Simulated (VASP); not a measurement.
# YCu2S2: single point with PBE

YCu2S2:

```
Y Cu S
1.0
     3.92740    0.00000    0.00000
    -1.96370    3.40123    0.00000
     0.00000    0.00000    6.41411
Y Cu S
1 2 2
Cartesian
  0.0000 0.0000 0.0000
  1.9637 1.1337 4.2228
  0.0000 2.2675 2.1913
  1.9637 1.1337 1.7151
  0.0000 2.2675 4.6990
```

```json
{
 "Program": "VASP 6.6.1",
 "Task": "single point",
 "Functional": "PBE",
 "Potentials or basis": "VASP PAW PBE potentials, release 64 (Y_sv, Cu, S)",
 "Cutoff": "520 eV",
 "k mesh": "6 × 6 × 3",
 "Occupations": "fermi-dirac, width 0.1 eV",
 "Spin": "no spin polarisation",
 "Dipole correction": "no",
 "Further INCAR settings": "ALGO = Normal; EDIFF = 1e-06; NBANDS = 30"
}
```

| Quantity | Value |
| --- | --- |
| Pressure | 0.6 GPa |
| Largest force | 0.060 eV/Å |
| Band gap on the k mesh | zero (an odd number of electrons rules out a gap without spin polarisation) |

Forces on the atoms (eV/Å):
```
Y    0.000  0.000  0.000
Cu   0.000  0.000  0.060
Cu   0.000  0.000 -0.060
S    0.000  0.000 -0.050
S    0.000  0.000  0.050
```

Stress tensor (GPa, compression positive):
```
0.69 0.00 0.00
0.00 0.69 0.00
0.00 0.00 0.31
```

Levels at points of the mesh, in eV from the Fermi level:
```tsv
k point	band 21	band 22	band 23	band 24	band 25	band 26
(0.00, 0.00, 0.00)	-1.44	-1.44	-0.45	0.22	0.36	0.70
(0.50, 0.00, 0.00)	-3.13	-2.67	-0.39	1.92	2.37	2.85
```

It took 43 s on 1 thread of AMD EPYC 9R45 96-Core Processor (Zen 5) (shared host), peak memory 0.2 GiB.

With open d or f shells a metallic result of PBE can be an artefact of self-interaction; +U or a hybrid may open a gap.
